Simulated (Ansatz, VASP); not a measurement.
# MgO in VASP and in Ansatz

File INCAR:

```
SYSTEM = MgO
  PREC = Accurate
  ENCUT = 520
  EDIFF = 1E-6
  ISMEAR = 0
  SIGMA = 0.01
  LREAL = .FALSE.
  LASPH = .TRUE.
  NELM = 80
  ALGO = Normal
  ISIF = 2
  LWAVE = .FALSE.
  LCHARG = .TRUE.
  LELF = .TRUE.
  LVHAR = .TRUE.
  NBANDS = 11
```

KPOINTS

```
regular mesh
0
G
  7 7 6
  0 0 0
```

POSCAR

```
MgO
1.0
    3.0143661185      0.0000000000      0.0000000000
   -1.5071830593      2.6105176792      0.0000000000
    0.0000000000      0.0000000000      2.7493130069
Mg O
1 1
Direct
    0.0000000000      0.0000000000      0.0000000000
    0.3333333333      0.6666666667      0.5000000000
```

Input for Ansatz:

```yaml
crystal:
  lattice:
    - [3.0143661185130415, 0.0, 0.0]
    - [-1.5071830592565207, 2.6105176792345124, 0.0]
    - [0.0, 0.0, 2.7493130068743667]
  atoms:
    - { symbol: Mg, position: [0.0, 0.0, 0.0] }
    - { symbol: O, position: [0.3333333333333333, 0.6666666666666666, 0.5] }
accuracy: medium
basis:
  ecutwfc: 500.0
kpoints:
  mp_grid:
    grid: [7, 7, 6]
hamiltonian:
  xc: lda
scf:
  max_iter: 200
  convergence:
    dr2_threshold: 1.0e-06
  occupations:
    method: fixed
output:
  stress: true
```

Alike in both runs: task single point; functional LDA; k mesh 7 × 7 × 6; no spin polarisation.

|  | VASP | Ansatz |
| --- | --- | --- |
| version | VASP 6.6.1 | Ansatz 0.2.0 |
| potentials or method | VASP PAW LDA potentials, release 64 (Mg, O), cutoff 520 eV | plane waves, PAW |
| occupations | gaussian, width 0.01 eV | fixed |
| valence electrons in the cell | 8 | 16 |

```tsv
	VASP	Ansatz	Ansatz less VASP
pressure (GPa)	-18.6	-17.1	+1.50
traceless stress, the component that is largest in VASP (GPa)	-2.33	-2.26	+0.070
```

LDA's correlation is that of Perdew and Zunger in VASP and of Perdew and Wang (1992) in Ansatz. VASP's potentials hold 8 valence electrons a cell and Ansatz's 16, so a difference there can come from the potentials and not from the codes. Ansatz's warnings: stress scf threshold loose.
